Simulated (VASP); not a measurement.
# KPt (P-6m2) in VASP: notebook, part 2 of 2

VASP 6.6.1.

**3. Single point, BLYP**

This run uses another cell than the first one, of 20.84 Å³/atom, 1.020 times its volume.

INCAR reads:

```
SYSTEM = KPt
AGGAC    = 1.0          
AGGAX    = 1.0          
ALDAC    = 0.0          
ALDAX    = 1.0          
ALGO     = Fast           ! electronic algorithm
EDIFF    = 1E-7           ! SCF threshold, eV
ENCUT    = 520            ! plane-wave cutoff, eV
GGA      = B5             ! functional
ISIF     = 2              ! what is computed and relaxed
ISMEAR   = -1             ! smearing method
LASPH    = .TRUE.         ! aspherical terms in the spheres
LCHARG   = .FALSE.        ! write CHGCAR
LREAL    = .FALSE.        ! projectors in reciprocal space
LWAVE    = .FALSE.        ! write WAVECAR
NBANDS   = 16             ! bands
NELM     = 80             ! most SCF steps
PREC     = Accurate       ! precision mode
SIGMA    = 0.05           ! smearing width, eV
```

KPOINTS reads:

```
k-points
0
G
  10 10 5
  0 0 0
```

POSCAR reads:

```
KPt
1.0
    3.0008472788      0.0000000000      0.0000000000
   -1.5004236394      2.5988099763      0.0000000000
    0.0000000000      0.0000000000      5.3455780000
Pt K
1 1
Direct
    0.6666666667      0.3333333333      0.0000000000
    0.0000000000      0.0000000000      0.5000000000
```

Potentials or basis: VASP PAW PBE potentials, release 64 (Pt, K_sv).

Launch:

```sh
$ cat potpaw_PBE.64/Pt/POTCAR potpaw_PBE.64/K_sv/POTCAR > POTCAR
$ mpirun -np 1 vasp_std > vasp.out
```

OUTCAR:

```text
SYSTEM = KPt
   EDIFF = 1E-7
   ENCUT = 520
   GGA = B5
   ISIF = 2
   ISMEAR = -1
   LASPH = .TRUE.
   LREAL = .FALSE.
   NELM = 80
   PREC = Accurate

 ion  position               nearest neighbor table
   1  0.667  0.333  0.000-   2 3.19   2 3.19   2 3.19   2 3.19   2 3.19   2 3.19
   2  0.000  0.000  0.500-   1 3.19   1 3.19   1 3.19   1 3.19   1 3.19   1 3.19

  LATTYP: Found a hexagonal cell.
 ALAT       =     3.0008472788
 C/A-ratio  =     1.7813562315

  Lattice vectors:

 A1 = (   3.0008472788,   0.0000000000,   0.0000000000)
 A2 = (  -1.5004236394,   2.5988099763,   0.0000000000)
 A3 = (   0.0000000000,   0.0000000000,   5.3455780000)

Analysis of symmetry for initial positions (statically):
=====================================================================
 Subroutine PRICEL returns:
 Original cell was already a primitive cell.

 Routine SETGRP: Setting up the symmetry group for a
 hexagonal supercell.

 Subroutine GETGRP returns: Found 12 space group operations
 (whereof 12 operations were pure point group operations)
 out of a pool of 24 trial point group operations.

The static configuration has the point symmetry D_3h.

Analysis of symmetry for dynamics (positions and initial velocities):
=====================================================================
 Subroutine PRICEL returns:
 Original cell was already a primitive cell.

 Routine SETGRP: Setting up the symmetry group for a
 hexagonal supercell.

 Subroutine GETGRP returns: Found 12 space group operations
 (whereof 12 operations were pure point group operations)
 out of a pool of 24 trial point group operations.

The dynamic configuration has the point symmetry D_3h.

 Subroutine INISYM returns: Found 12 space group operations
 (whereof 12 operations are pure point group operations),
 and found     1 'primitive' translations

----------------------------------------------------------------------------------------

                                     Primitive cell

  volume of cell :      41.6882

  direct lattice vectors                    reciprocal lattice vectors
     3.000847279  0.000000000  0.000000000     0.333239218  0.192395752  0.000000000
    -1.500423639  2.598809976  0.000000000     0.000000000  0.384791504  0.000000000
     0.000000000  0.000000000  5.345578000     0.000000000  0.000000000  0.187070509

  length of vectors
     3.000847279  3.000847279  5.345578000     0.384791504  0.384791504  0.187070509

  position of ions in fractional coordinates (direct lattice)
     0.666666667  0.333333333  0.000000000
     0.000000000  0.000000000  0.500000000

  ion indices of the primitive-cell ions
   primitive index   ion index
                 1           1
                 2           2

----------------------------------------------------------------------------------------

 KPOINTS: k-points

Automatic generation of k-mesh.
 Grid dimensions read from file:
 generate k-points for:   10   10    5

 Generating k-lattice:

  Cartesian coordinates                     Fractional coordinates (reciprocal lattice)
     0.033323922  0.019239575  0.000000000     0.100000000  0.000000000  0.000000000
     0.000000000  0.038479150  0.000000000     0.000000000  0.100000000  0.000000000
     0.000000000  0.000000000  0.037414102     0.000000000  0.000000000  0.200000000

  Length of vectors
     0.038479150  0.038479150  0.037414102

  Shift w.r.t. Gamma in fractional coordinates (k-lattice)
     0.000000000  0.000000000  0.000000000

 Subroutine IBZKPT returns following result:
 ===========================================

 Found     42 irreducible k-points:

 Following reciprocal coordinates:
            Coordinates               Weight
  0.000000  0.000000  0.000000      1.000000
  0.100000  0.000000  0.000000      6.000000
  0.200000  0.000000  0.000000      6.000000
  0.300000 -0.000000  0.000000      6.000000
  0.400000  0.000000  0.000000      6.000000
  0.500000  0.000000  0.000000      3.000000
[... 16 lines left out ...]
  0.300000  0.100000  0.200000     24.000000
  0.400000  0.100000  0.200000     24.000000
 [... further k-points ...]
   k-points           NKPTS =     42   k-points in BZ     NKDIM =     42   number of bands    NBANDS=     16
   number of dos      NEDOS =    301   number of ions     NIONS =      2
   total plane-waves  NPLWV =  23040
   dimension x,y,z NGX =    24 NGY =   24 NGZ =   40
   dimension x,y,z NGXF=    48 NGYF=   48 NGZF=   80
   ions per type =               1   1
   NGX,Y,Z   is equivalent  to a cutoff of  13.30, 13.30, 12.44 a.u.
   NGXF,Y,Z  is equivalent  to a cutoff of  26.59, 26.59, 24.88 a.u.
 SYSTEM =  KPt
   PREC   = accura    normal or accurate (medium, high low for compatibility)
   ISTART =      0    job   : 0-new  1-cont  2-samecut
   ICHARG =      2    charge: 1-file 2-atom 10-const
   ISPIN  =      1    spin polarized calculation?
   LNONCOLLINEAR =      F non collinear calculations
   LSORBIT =      F    spin-orbit coupling
   LASPH  =      T    aspherical Exc in radial PAW
   ENCUT  =  520.0 eV  38.22 Ry    6.18 a.u.   5.58  5.58  9.94*2*pi/ulx,y,z
   NELM   =     80;   NELMIN=  2; NELMDL= -5     # of ELM steps
   EDIFF  = 0.1E-06   stopping-criterion for ELM
   LREAL  =      F    real-space projection
   EDIFFG = 0.1E-05   stopping-criterion for IOM
   NSW    =      0    number of steps for IOM
   IBRION =     -1    ionic relax: 0-MD 1-quasi-New 2-CG
   NFREE  =      0    steps in history (QN), initial steepest desc. (CG)
   ISIF   =      2    stress and relaxation
   ISYM   =      2    0-nonsym 1-usesym 2-fastsym
   POTIM  = 0.5000    time-step for ionic-motion
   TEBEG  =    0.0;   TEEND  =   0.0 temperature during run
   PSTRESS=    0.0 pullay stress
   NELECT =      19.0000    total number of electrons
   NUPDOWN=      -1.0000    fix difference up-down
   EMIN   =  10.00;   EMAX   =-10.00  energy-range for DOS
   EFERMI =   0.00;   METHOD = LEGACY
   ISMEAR =    -1;   SIGMA  =   0.05  broadening in eV -4-tet -1-fermi 0-gaus
   EFERMI_NEDOS =   21; number of points for ismear=-14 and -15
   IALGO  =     68    algorithm
   IMIX   =      4    mixing-type and parameters
     AMIX     =   0.40;   BMIX     =  1.00
     AMIX_MAG =   1.60;   BMIX_MAG =  1.00
  volume/ion in A,a.u.               =      20.84       140.66
  Fermi-wavevector in a.u.,A,eV,Ry     =   1.259858  2.380787 21.595748  1.587243
  Thomas-Fermi vector in A             =   2.393397
   LORBIT       =      0    0 simple, 1 ext, 2 COOP (PROOUT), +10 PAW based schemes
   GGA     = B5    functional components
   LHFCALC =     F    Hartree Fock is set to
   AEXX    =    0.0000 exact exchange contribution
   IVDW    =     0    specifies the selected vdW correction
   LEPSILON=     F    determine dielectric tensor
   LRPA    =     F    only Hartree local field effects (RPA)
 non-spin polarized calculation
 RMM-DIIS sequential band-by-band and
  energy-cutoff  :      520.00
  volume of cell :       41.69
 maximum number of plane-waves:      1147
 NGX is ok and might be reduce to    24
   NGX = 11   NGY = 11   NGZ = 19

 number of electron      19.0000002 magnetization

 Free energy of the ion-electron system (eV)
  ---------------------------------------------------
  ext. energy  EPLUGINS =         0.00000000
  ---------------------------------------------------
  free energy    TOTEN  =        -5.50459982 eV

  energy without entropy =       -5.49239619  energy(sigma->0) =       -5.49849801

 E-fermi :   5.9793     XC(G=0): -10.0956

 val. band max:        5.9665162844   @ k =   0.3000   0.1000   0.2000
 cond. band min:       6.0055860550   @ k =   0.3000   0.1000   0.4000
 fundamental gap:      0.0390697706
 Fermi energy:         5.9792717033

 k-point     1 :       0.0000    0.0000    0.0000
  band No.  band energies     occupation
      1     -26.5036      2.00000
      2      -9.8110      2.00000
      3      -8.9429      2.00000
      4      -8.9429      2.00000
      5      -0.3480      2.00000
      6       2.6737      2.00000
[... 8 lines left out ...]
     15      14.8292      0.00000
     16      14.8650      0.00000
[... 419 lines left out ...]
 k-point    24 :       0.4000    0.1000    0.2000
  band No.  band energies     occupation
      1     -26.0224      2.00000
      2     -11.0353      2.00000
      3      -9.5615      2.00000
      4      -9.3423      2.00000
      5       1.8786      2.00000
      6       2.7569      2.00000
[... 8 lines left out ...]
     15      14.2030      0.00000
     16      14.7135      0.00000

 [... further k-points ...]

------------------------ aborting loop because EDIFF is reached ----------------------------------------

  FORCE on cell =-STRESS in cart. coord.  units (eV):
  Direction    XX          YY          ZZ          XY          YZ          ZX
  --------------------------------------------------------------------------------------
  -------------------------------------------------------------------------------------
  Total        1.5226276      1.5226276      1.0740145     -0.0000000     -0.0000000      0.0000000
  in kB       58.5182300     58.5182300     41.2769551     -0.0000000     -0.0000000      0.0000000
  external PRESSURE =      52.7711384 kB  Pullay stress =       0.0000000 kB

 VOLUME and BASIS-vectors are now :
 -----------------------------------------------------------------------------
  energy-cutoff  :      520.00
  volume of cell :       41.69
      direct lattice vectors                 reciprocal lattice vectors
     3.000847279  0.000000000  0.000000000     0.333239218  0.192395752  0.000000000
    -1.500423639  2.598809976  0.000000000     0.000000000  0.384791504  0.000000000
     0.000000000  0.000000000  5.345578000     0.000000000  0.000000000  0.187070509

 POSITION                                       TOTAL-FORCE (eV/Angst)
 -----------------------------------------------------------------------------------
      1.50042      0.86627      0.00000         0.000000     -0.000000      0.000000
      0.00000      0.00000      2.67279        -0.000000      0.000000      0.000000
 -----------------------------------------------------------------------------------
    total drift:                               -0.000000      0.000000      0.000000

  FREE ENERGIE OF THE ION-ELECTRON SYSTEM (eV)
  ---------------------------------------------------
  free  energy   TOTEN  =        -5.5045998202 eV

  energy  without entropy=       -5.4923961936  energy(sigma->0) =       -5.49849801
```

Run time: 1.7 min. Hardware: 1 thread of Intel Xeon 8259CL, shared host; peak memory 0.17 GiB.

What came out:

| Quantity | Value |
| --- | --- |
| Free energy | -5.5046 eV |
| Pressure | 5.3 GPa |

Caveat: the PAW data sets were made with another functional, which shifts forces and pressure a little; spin-orbit coupling is left out, which moves the levels of the heavy elements.

**4. Single point, BLYP**

This run uses another cell than the first one, of 21.26 Å³/atom, 1.041 times its volume.

INCAR reads:

```
PREC = Accurate ; ENCUT = 520
EDIFF = 1E-6 ; ISMEAR = -1
SIGMA = 0.05 ; LREAL = F
LASPH = T ; NELM = 80
ALGO = Normal ; ISIF = 2
LWAVE = F ; LCHARG = T
GGA = B5 ; ALDAX = 1.0
AGGAX = 1.0 ; AGGAC = 1.0
ALDAC = 0.0 ; LELF = T
LVHAR = T ; NBANDS = 16
```

KPOINTS reads:

```
regular mesh
0
Gamma
  10 10 5
```

POSCAR reads:

```
KPt
1.0
    3.0207210188      0.0000000000      0.0000000000
   -1.5103605094      2.6160211400      0.0000000000
    0.0000000000      0.0000000000      5.3809802105
Pt K
1 1
Direct
    0.6666666667      0.3333333333      0.0000000000
    0.0000000000      0.0000000000      0.5000000000
```

Potentials or basis: VASP PAW PBE potentials, release 64 (Pt, K_sv).

Launch:

```sh
$ cat potpaw_PBE.64/Pt/POTCAR potpaw_PBE.64/K_sv/POTCAR > POTCAR
$ mpirun -np 1 vasp_std > vasp.out
```

OUTCAR:

```text
PREC = Accurate
   ENCUT = 520
   EDIFF = 1E-6
   ISMEAR = -1
   LREAL = F
   LASPH = T
   NELM = 80
   ISIF = 2
   GGA = B5

 ion  position               nearest neighbor table
   1  0.667  0.333  0.000-   2 3.21   2 3.21   2 3.21   2 3.21   2 3.21   2 3.21
   2  0.000  0.000  0.500-   1 3.21   1 3.21   1 3.21   1 3.21   1 3.21   1 3.21

  LATTYP: Found a hexagonal cell.
 ALAT       =     3.0207210188
 C/A-ratio  =     1.7813562315

  Lattice vectors:

[... 642 lines left out ...]

------------------------ aborting loop because EDIFF is reached ----------------------------------------

  FORCE on cell =-STRESS in cart. coord.  units (eV):
  Direction    XX          YY          ZZ          XY          YZ          ZX
  --------------------------------------------------------------------------------------
  -------------------------------------------------------------------------------------
  Total        1.2007055      1.2007055      0.6712352      0.0000000     -0.0000000      0.0000000
  in kB       45.2411701     45.2411701     25.2913514      0.0000000     -0.0000000      0.0000000
  external PRESSURE =      38.5912305 kB  Pullay stress =       0.0000000 kB

 VOLUME and BASIS-vectors are now :
 -----------------------------------------------------------------------------
  energy-cutoff  :      520.00
  volume of cell :       42.52
      direct lattice vectors                 reciprocal lattice vectors
     3.020721019  0.000000000  0.000000000     0.331046791  0.191129954  0.000000000
    -1.510360509  2.616021140  0.000000000     0.000000000  0.382259908  0.000000000
     0.000000000  0.000000000  5.380980210     0.000000000  0.000000000  0.185839747

 POSITION                                       TOTAL-FORCE (eV/Angst)
 -----------------------------------------------------------------------------------
      1.51036      0.87201      0.00000         0.000000      0.000000      0.000000
      0.00000      0.00000      2.69049        -0.000000     -0.000000      0.000000
 -----------------------------------------------------------------------------------
    total drift:                               -0.000000      0.000000      0.000000

  FREE ENERGIE OF THE ION-ELECTRON SYSTEM (eV)
  ---------------------------------------------------
  free  energy   TOTEN  =        -5.5286772034 eV

  energy  without entropy=       -5.5163431446  energy(sigma->0) =       -5.52251017
```

OSZICAR:

```text
N       E                     dE             d eps       ncg     rms          rms(c)
DAV:   1     0.116555047137E+03    0.11656E+03   -0.92364E+03  1344   0.109E+03
DAV:   2    -0.128670415644E+01   -0.11784E+03   -0.11090E+03  1720   0.289E+02
DAV:   3    -0.589042957759E+01   -0.46037E+01   -0.45675E+01  2384   0.450E+01
DAV:   4    -0.592142037302E+01   -0.30991E-01   -0.30985E-01  1544   0.345E+00
DAV:   5    -0.592214091812E+01   -0.72055E-03   -0.72049E-03  2008   0.374E-01    0.895E+00
DAV:   6    -0.562378407592E+01    0.29836E+00   -0.77669E-01  1400   0.567E+00    0.451E+00
DAV:   7    -0.554278348565E+01    0.81001E-01   -0.10810E-01  1696   0.212E+00    0.326E+00
DAV:   8    -0.552980324627E+01    0.12980E-01   -0.80655E-02  1784   0.194E+00    0.678E-01
DAV:   9    -0.552863648751E+01    0.11668E-02   -0.60153E-03  1648   0.675E-01    0.112E-01
DAV:  10    -0.552865826728E+01   -0.21780E-04   -0.27993E-04  1808   0.123E-01    0.502E-02
DAV:  11    -0.552867629912E+01   -0.18032E-04   -0.61381E-05  1520   0.680E-02    0.677E-03
DAV:  12    -0.552867720342E+01   -0.90431E-06   -0.28130E-06  1664   0.141E-02
   1 F= -.55286772E+01 E0= -.55225102E+01  d E =-.123341E-01
```

Wall time 56 s (1 thread of Intel Xeon 8259CL, shared host); peak memory 0.18 GiB.

Results:

```yaml
Free_energy: -5.5287 eV
Pressure: 3.9 GPa
```

Levels at points of the mesh, in eV from the Fermi level:
| k point | band 8 | band 9 | band 10 | band 11 | band 12 | band 13 |
| --- | --- | --- | --- | --- | --- | --- |
| (0.00, 0.00, 0.00) | -2.28 | -0.98 | -0.98 | 1.77 | 1.82 | 5.43 |
| (0.50, 0.00, 0.00) | -1.48 | 0.06 | 0.66 | 1.92 | 2.30 | 3.48 |

Caveat: the PAW data sets were made with another functional, which shifts forces and pressure a little; spin-orbit coupling is left out, which moves the levels of the heavy elements.

**5. Summary**

| cell | gap on the mesh (eV) | pressure (GPa) |
| --- | --- | --- |
| a = 2.981, b = 2.981, c = 5.310 Å, angles 90.0, 90.0, 120.0°, 2 atoms | none | 6.9 |
| a = 3.001, b = 3.001, c = 5.346 Å, angles 90.0, 90.0, 120.0°, 2 atoms | none | 5.3 |
| a = 3.021, b = 3.021, c = 5.381 Å, angles 90.0, 90.0, 120.0°, 2 atoms | none | 3.9 |

Alike in all rows: task single point; level BLYP; potentials or basis VASP PAW PBE potentials, release 64 (Pt, K_sv); no spin polarisation; k mesh 10 × 10 × 5; cutoff (eV) 520; smearing fermi-dirac 0.05 eV.

Caveats: the PAW data sets were made with another functional, which shifts forces and pressure a little; spin-orbit coupling is left out, which moves the levels of the heavy elements.

Absolute energies hang on the potentials; compare differences alone.
